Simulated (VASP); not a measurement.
A run of VASP 6.6.1 is set up as follows.

Contents of POSCAR:

```
BN
1.0
    0.0000000000      1.8048254535      1.7010479899
    1.8048254535      0.0000000000      1.7010479899
    1.8048254535      1.8048254535      0.0000000000
B N
1 1
Direct
    0.0000000000      0.0000000000      0.0000000000
    0.2500000000      0.2500000000      0.2500000000
```

Contents of INCAR.step1:

```
SYSTEM = BN
ALGO = Normal
EDIFF = 1E-5
ENCUT = 520
GGA = PE
ISIF = 2
ISMEAR = 0
LASPH = .TRUE.
LREAL = .FALSE.
LWAVE = .TRUE.
NBANDS = 11
NELM = 100
PREC = Accurate
SIGMA = 0.01
```

File INCAR.step2:

```
SYSTEM = BN
ALGO = Normal
EDIFF = 1E-6
ENCUT = 520
GGA = PE
HFSCREEN = 0.2079
ISIF = 2
ISMEAR = 0
ISTART = 1
LASPH = .TRUE.
LCHARG = .TRUE.
LELF = .TRUE.
LHFCALC = .TRUE.
LREAL = .FALSE.
LVHAR = .TRUE.
LWAVE = .FALSE.
NBANDS = 11
NELM = 100
PREC = Accurate
PRECFOCK = Normal
SIGMA = 0.01
```

KPOINTS

```
k-points
0
G
  8 8 8
  0 0 0
```

Potentials or basis: VASP PAW PBE potentials, release 64 (B, N).

Command:

```bash
$ cat potpaw_PBE.64/B/POTCAR potpaw_PBE.64/N/POTCAR > POTCAR
$ cp INCAR.step1 INCAR
$ mpirun -np 1 vasp_std > vasp.out
$ cp INCAR.step2 INCAR
$ mpirun -np 1 vasp_std > vasp.out
```

Question: Estimate the pressure.

Answer: 21.8 GPa.

Question: Predict the band gap on the k mesh.

Answer: 4.77 eV, indirect (least direct gap 10.25 eV).

Stress tensor (GPa, compression positive):
```
 9.41  0.00  0.00
 0.00  9.41  0.00
 0.00  0.00 46.42
```

Caveat: the cell differs from its parent crystal (uniaxial z strain -5.8%); the PAW data sets were made with another functional, which shifts forces and pressure a little. A k mesh can miss the band edges.
